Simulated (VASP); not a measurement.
# Mo12C in VASP: single point with PBE

Aim: the single point of Mo12C with PBE.

Program: VASP 6.6.1. These are calculated values, not measurements. Logs are shortened: lines on timing, memory, paths and dates and some standing lists are left out, and cuts for length are marked.

### 1 The cell of the first run

The cell holds a slab with vacuum, 13 atoms: a = 5.474 Å, b = 5.474 Å, c = 19.808 Å, α = 90.00°, β = 90.00°, γ = 109.47°.

### 2 Single point, PBE

Contents of INCAR:

```
PREC = Accurate
ENCUT = 520
EDIFF = 1E-6
ISMEAR = 0
SIGMA = 0.1
LREAL = False
LASPH = True
NELM = 60
ALGO = Normal
ISIF = 2
LWAVE = False
LCHARG = True
LDIPOL = True
IDIPOL = 3
DIPOL = 0.5 0.5 0.324
GGA = PE
LELF = True
LVHAR = True
LVACPOTAV = True
NBANDS = 98
```

Contents of KPOINTS:

```
regular mesh
0
Gamma
  5 5 1
```

Contents of POSCAR:

```
Mo12C
1.0
    5.4740406976      0.0000000000      0.0000000000
   -1.8246802325      5.1609750636      0.0000000000
    0.0000000000      0.0000000000     19.8082144184
Mo C
12 1
Direct
    0.2500000000      0.2500000000      0.2019364247
    0.2500000000      0.7500000000      0.2019364247
    0.7500000000      0.2500000000      0.2019364247
    0.7500000000      0.7500000000      0.2019364247
    0.0000000000      0.0000000000      0.3106872620
    0.0000000000      0.5000000000      0.3106872620
    0.5000000000      0.0000000000      0.3106872620
    0.5000000000      0.5000000000      0.3106872620
    0.2500000000      0.2500000000      0.4194327789
    0.2500000000      0.7500000000      0.4194327789
    0.7500000000      0.2500000000      0.4194327789
    0.7500000000      0.7500000000      0.4194327789
    0.4166666667      0.5833333333      0.4786978162
```

Potentials or basis: VASP PAW PBE potentials, release 64 (Mo_sv, C).

Run with:

```
cat potpaw_PBE.64/Mo_sv/POTCAR potpaw_PBE.64/C/POTCAR > POTCAR
mpirun -np 1 vasp_std > vasp.out
```

OUTCAR:

```text
PREC = Accurate
   ENCUT = 520
   EDIFF = 1E-6
   ISMEAR = 0
   LREAL = False
   LASPH = True
   NELM = 60
   ISIF = 2
   GGA = PE

 ion  position               nearest neighbor table
   1  0.250  0.250  0.202-   5 2.67   8 2.67   2 2.74   2 2.74   3 2.74   3 2.74   7 3.10   6 3.10
                             4 3.16   4 3.16
   2  0.250  0.750  0.202-   6 2.67   7 2.67   1 2.74   1 2.74   4 2.74   4 2.74   5 3.10   8 3.10
                             3 3.16   3 3.16
   3  0.750  0.250  0.202-   6 2.67   7 2.67   4 2.74   4 2.74   1 2.74   1 2.74   5 3.10   8 3.10
                             2 3.16   2 3.16
   4  0.750  0.750  0.202-   5 2.67   8 2.67   3 2.74   3 2.74   2 2.74   2 2.74   7 3.10   6 3.10
                             1 3.16   1 3.16
   5  0.000  0.000  0.311-   9 2.67  12 2.67   1 2.67   4 2.67   6 2.74   6 2.74   7 2.74   7 2.74
                            11 3.10  10 3.10   3 3.10   2 3.10   8 3.16   8 3.16
   6  0.000  0.500  0.311-  10 2.67  11 2.67   2 2.67   3 2.67   5 2.74   5 2.74   8 2.74   8 2.74
                             9 3.10  12 3.10   1 3.10   4 3.10   7 3.16   7 3.16
   7  0.500  0.000  0.311-  10 2.67  11 2.67   2 2.67   3 2.67   8 2.74   8 2.74   5 2.74   5 2.74
                             9 3.10  12 3.10   1 3.10   4 3.10   6 3.16   6 3.16
   8  0.500  0.500  0.311-   9 2.67  12 2.67   1 2.67   4 2.67   7 2.74   7 2.74   6 2.74   6 2.74
                            11 3.10  10 3.10   3 3.10   2 3.10   5 3.16   5 3.16
   9  0.250  0.250  0.419-  13 2.10   8 2.67   5 2.67  10 2.74  10 2.74  11 2.74  11 2.74   6 3.10
                             7 3.10  12 3.16  12 3.16
  10  0.250  0.750  0.419-  13 1.90   7 2.67   6 2.67   9 2.74   9 2.74  12 2.74  12 2.74   8 3.10
                             5 3.10  11 3.16  11 3.16
  11  0.750  0.250  0.419-   6 2.67   7 2.67  12 2.74  12 2.74   9 2.74   9 2.74   5 3.10   8 3.10
                            10 3.16  10 3.16
  12  0.750  0.750  0.419-  13 2.10   8 2.67   5 2.67  11 2.74  11 2.74  10 2.74  10 2.74   6 3.10
                             7 3.10   9 3.16   9 3.16
  13  0.417  0.583  0.479-  10 1.90   9 2.10  12 2.10

  LATTYP: Found a base centered orthorhombic cell.
 ALAT       =     6.3208777406
 B/A-ratio  =     1.4142135624
 C/A-ratio  =     3.1337759139

  Lattice vectors:

 A1 = (   5.4740406976,   0.0000000000,   0.0000000000)
 A2 = (  -1.8246802325,   5.1609750636,   0.0000000000)
 A3 = (   0.0000000000,   0.0000000000,  19.8082144184)

Analysis of symmetry for initial positions (statically):
=====================================================================
 Subroutine PRICEL returns:
 Original cell was already a primitive cell.

 Routine SETGRP: Setting up the symmetry group for a
 base centered orthorhombic supercell.

 Subroutine GETGRP returns: Found  2 space group operations
 (whereof  2 operations were pure point group operations)
 out of a pool of  8 trial point group operations.

The static configuration has the point symmetry C_1h.

Analysis of symmetry for dynamics (positions and initial velocities):
=====================================================================
 Subroutine PRICEL returns:
 Original cell was already a primitive cell.

 Routine SETGRP: Setting up the symmetry group for a
 base centered orthorhombic supercell.

 Subroutine GETGRP returns: Found  2 space group operations
 (whereof  2 operations were pure point group operations)
 out of a pool of  8 trial point group operations.

The dynamic configuration has the point symmetry C_1h.

 Subroutine INISYM returns: Found  2 space group operations
 (whereof  2 operations are pure point group operations),
 and found     1 'primitive' translations

----------------------------------------------------------------------------------------

                                     Primitive cell

  volume of cell :     559.6095

  direct lattice vectors                    reciprocal lattice vectors
     5.474040698  0.000000000  0.000000000     0.182680410  0.064587278  0.000000000
    -1.824680232  5.160975064  0.000000000     0.000000000  0.193761835  0.000000000
     0.000000000  0.000000000 19.808214418     0.000000000  0.000000000  0.050484106

  length of vectors
     5.474040698  5.474040698 19.808214418     0.193761835  0.193761835  0.050484106

  position of ions in fractional coordinates (direct lattice)
     0.250000000  0.250000000  0.201936425
     0.250000000  0.750000000  0.201936425
     0.750000000  0.250000000  0.201936425
     0.750000000  0.750000000  0.201936425
     0.000000000  0.000000000  0.310687262
     1.000000000  0.500000000  0.310687262
     0.500000000  0.000000000  0.310687262
     0.500000000  0.500000000  0.310687262
     0.250000000  0.250000000  0.419432779
     0.250000000  0.750000000  0.419432779
     0.750000000  0.250000000  0.419432779
     0.750000000  0.750000000  0.419432779
     0.416666667  0.583333333  0.478697816

  ion indices of the primitive-cell ions
   primitive index   ion index
                 1           1
                 2           2
                 3           3
                 4           4
                 5           5
                 6           6
                 7           7
                 8           8
                 9           9
                10          10
                11          11
                12          12
                13          13

----------------------------------------------------------------------------------------

 KPOINTS: regular mesh

Automatic generation of k-mesh.
 Grid dimensions read from file:
 generate k-points for:    5    5    1

 Generating k-lattice:

  Cartesian coordinates                     Fractional coordinates (reciprocal lattice)
     0.036536082  0.012917456  0.000000000     0.200000000  0.000000000  0.000000000
     0.000000000  0.038752367  0.000000000     0.000000000  0.200000000  0.000000000
     0.000000000  0.000000000  0.050484106     0.000000000  0.000000000  1.000000000

  Length of vectors
     0.038752367  0.038752367  0.050484106

  Shift w.r.t. Gamma in fractional coordinates (k-lattice)
     0.000000000  0.000000000  0.000000000

 Subroutine IBZKPT returns following result:
 ===========================================

 Found      9 irreducible k-points:

 Following reciprocal coordinates:
            Coordinates               Weight
  0.000000  0.000000  0.000000      1.000000
  0.200000  0.000000  0.000000      4.000000
  0.400000  0.000000  0.000000      4.000000
  0.200000  0.200000  0.000000      2.000000
  0.400000  0.200000  0.000000      4.000000
 -0.400000  0.200000  0.000000      4.000000
 -0.200000  0.200000  0.000000      2.000000
  0.400000  0.400000  0.000000      2.000000
 -0.400000  0.400000  0.000000      2.000000
   k-points           NKPTS =      9   k-points in BZ     NKDIM =      9   number of bands    NBANDS=     98
   number of dos      NEDOS =    301   number of ions     NIONS =     13
   total plane-waves  NPLWV = 264600
   dimension x,y,z NGX =    42 NGY =   42 NGZ =  150
   dimension x,y,z NGXF=    84 NGYF=   84 NGZF=  300
   ions per type =              12   1
   NGX,Y,Z   is equivalent  to a cutoff of  12.76, 12.76, 12.59 a.u.
   NGXF,Y,Z  is equivalent  to a cutoff of  25.51, 25.51, 25.18 a.u.
 SYSTEM =  unknown system
   PREC   = accura    normal or accurate (medium, high low for compatibility)
   ISTART =      0    job   : 0-new  1-cont  2-samecut
   ICHARG =      2    charge: 1-file 2-atom 10-const
   ISPIN  =      1    spin polarized calculation?
   LNONCOLLINEAR =      F non collinear calculations
   LSORBIT =      F    spin-orbit coupling
   LASPH  =      T    aspherical Exc in radial PAW
   ENCUT  =  520.0 eV  38.22 Ry    6.18 a.u.  10.18 10.18 36.83*2*pi/ulx,y,z
   NELM   =     60;   NELMIN=  2; NELMDL= -5     # of ELM steps
   EDIFF  = 0.1E-05   stopping-criterion for ELM
   LREAL  =      F    real-space projection
   EDIFFG = 0.1E-04   stopping-criterion for IOM
   NSW    =      0    number of steps for IOM
   IBRION =     -1    ionic relax: 0-MD 1-quasi-New 2-CG
   NFREE  =      0    steps in history (QN), initial steepest desc. (CG)
   ISIF   =      2    stress and relaxation
   ISYM   =      2    0-nonsym 1-usesym 2-fastsym
   POTIM  = 0.5000    time-step for ionic-motion
   TEBEG  =    0.0;   TEEND  =   0.0 temperature during run
   PSTRESS=    0.0 pullay stress
   NELECT =     172.0000    total number of electrons
   NUPDOWN=      -1.0000    fix difference up-down
   EMIN   =  10.00;   EMAX   =-10.00  energy-range for DOS
   EFERMI =   0.00;   METHOD = LEGACY
   ISMEAR =     0;   SIGMA  =   0.10  broadening in eV -4-tet -1-fermi 0-gaus
   EFERMI_NEDOS =   21; number of points for ismear=-14 and -15
   IALGO  =     38    algorithm
   IMIX   =      4    mixing-type and parameters
     AMIX     =   0.40;   BMIX     =  1.00
     AMIX_MAG =   1.60;   BMIX_MAG =  1.00
  volume/ion in A,a.u.               =      43.05       290.49
  Fermi-wavevector in a.u.,A,eV,Ry     =   1.104814  2.087796 16.607470  1.220615
  Thomas-Fermi vector in A             =   2.241292
   LORBIT       =      0    0 simple, 1 ext, 2 COOP (PROOUT), +10 PAW based schemes
   GGA     = PE    functional components
   LHFCALC =     F    Hartree Fock is set to
   AEXX    =    0.0000 exact exchange contribution
   IVDW    =     0    specifies the selected vdW correction
   LEPSILON=     F    determine dielectric tensor
   LRPA    =     F    only Hartree local field effects (RPA)
 non-spin polarized calculation
 Gauss-broadening in eV      SIGMA  =   0.10
  energy-cutoff  :      520.00
  volume of cell :      559.61
 maximum number of plane-waves:     15102
 NGX is ok and might be reduce to    42
   NGX = 21   NGY = 21   NGZ = 73

 dipolmoment           0.000000      0.000000     -0.026072 electrons x Angstroem

 number of electron     171.9999987 magnetization

 dipolmoment           0.000000      0.000000      0.089340 electrons x Angstroem

 Free energy of the ion-electron system (eV)
  ---------------------------------------------------
  ext. energy  EPLUGINS =         0.00000000
  ---------------------------------------------------
  free energy    TOTEN  =      -129.75703310 eV

  energy without entropy =     -129.68855840  energy(sigma->0) =     -129.72279575

 E-fermi :   1.1826     XC(G=0):  -5.6246

 val. band max:        1.1777953333   @ k =   0.0000   0.0000   0.0000
 cond. band min:       1.1856346447   @ k =   0.4000   0.4000   0.0000
 fundamental gap:      0.0078393114
 Fermi energy:         1.1826293743

 k-point     1 :       0.0000    0.0000    0.0000
  band No.  band energies     occupation
      1     -60.0775      2.00000
      2     -59.9081      2.00000
      3     -59.8718      2.00000
      4     -59.8499      2.00000
      5     -59.8329      2.00000
      6     -59.7673      2.00000
[... 90 lines left out ...]
     97       2.9267      0.00000
     98       2.9732      0.00000

 k-point     2 :       0.2000    0.0000    0.0000
  band No.  band energies     occupation
      1     -60.0612      2.00000
      2     -59.9190      2.00000
      3     -59.8765      2.00000
      4     -59.8392      2.00000
      5     -59.8378      2.00000
      6     -59.7597      2.00000
[... 696 lines left out ...]
     97       2.2532      0.00000
     98       2.4401      0.00000

 k-point     9 :      -0.4000    0.4000    0.0000
  band No.  band energies     occupation
      1     -59.9972      2.00000
      2     -59.9191      2.00000
      3     -59.9042      2.00000
      4     -59.8740      2.00000
      5     -59.7892      2.00000
      6     -59.7499      2.00000
[... 90 lines left out ...]
     97       2.0791      0.00000
     98       2.1028      0.00000

------------------------ aborting loop because EDIFF is reached ----------------------------------------

  FORCE on cell =-STRESS in cart. coord.  units (eV):
  Direction    XX          YY          ZZ          XY          YZ          ZX
  --------------------------------------------------------------------------------------
  -------------------------------------------------------------------------------------
  Total       -5.1357309     -6.6261386      3.5104447     -2.1077548     -1.3517709      1.9116934
  in kB      -14.7037373    -18.9708151     10.0504986     -6.0345593     -3.8701569      5.4732300
  external PRESSURE =      -7.8746846 kB  Pullay stress =       0.0000000 kB

 VOLUME and BASIS-vectors are now :
 -----------------------------------------------------------------------------
  energy-cutoff  :      520.00
  volume of cell :      559.61
      direct lattice vectors                 reciprocal lattice vectors
     5.474040698  0.000000000  0.000000000     0.182680410  0.064587278  0.000000000
    -1.824680232  5.160975064  0.000000000     0.000000000  0.193761835  0.000000000
     0.000000000  0.000000000 19.808214418     0.000000000  0.000000000  0.050484106

 POSITION                                       TOTAL-FORCE (eV/Angst)
 -----------------------------------------------------------------------------------
      0.91234      1.29024      4.00000        -0.084429     -0.140255      0.063746
      0.00000      3.87073      4.00000        -0.039568      0.027979     -0.187317
      3.64936      1.29024      4.00000        -0.093460      0.066086      0.046400
      2.73702      3.87073      4.00000         0.104091      0.126352      0.063746
      0.00000      0.00000      6.15416         0.156424     -0.110608     -0.599216
     -0.91234      2.58049      6.15416        -0.074971     -0.179807     -0.291531
      2.73702      0.00000      6.15416         0.144533      0.130619     -0.291531
      1.82468      2.58049      6.15416         0.026487     -0.018729     -0.433068
      0.91234      1.29024      8.30821        -0.244785      0.334663      0.860084
      0.00000      3.87073      8.30821        -1.269947      0.897988      0.245685
      3.64936      1.29024      8.30821         0.097105     -0.068664     -0.379325
      2.73702      3.87073      8.30821        -0.397119      0.119231      0.860084
      1.21645      3.01057      9.48215         1.675639     -1.184856      0.042245
 -----------------------------------------------------------------------------------
    total drift:                               -0.000043      0.000031      0.000712

  FREE ENERGIE OF THE ION-ELECTRON SYSTEM (eV)
  ---------------------------------------------------
  free  energy   TOTEN  =      -129.7570330976 eV

  energy  without entropy=     -129.6885583965  energy(sigma->0) =     -129.72279575

 vacuum level on the upper side and lower side of the slab         6.382         5.809
```

Run time: 29 min. Hardware: 1 thread of Intel Xeon Platinum 8259CL at 2.50GHz (Skylake/Cascade Lake), shared host; peak memory 0.74 GiB.

What came out:

- Free energy: -129.7570 eV
- Largest force: 2.053 eV/Å
- Band gap on the k mesh: zero (band 86 reaches 2.00 eV, above the bottom of band 87 at 0.61 eV)

Forces on the atoms (eV/Å):
```
Mo  -0.084 -0.140  0.064
Mo  -0.040  0.028 -0.187
Mo  -0.093  0.066  0.046
Mo   0.104  0.126  0.064
Mo   0.156 -0.111 -0.599
Mo  -0.075 -0.180 -0.292
Mo   0.145  0.131 -0.292
Mo   0.026 -0.019 -0.433
Mo  -0.245  0.335  0.860
Mo  -1.270  0.898  0.246
Mo   0.097 -0.069 -0.379
Mo  -0.397  0.119  0.860
C    1.676 -1.185  0.042
```
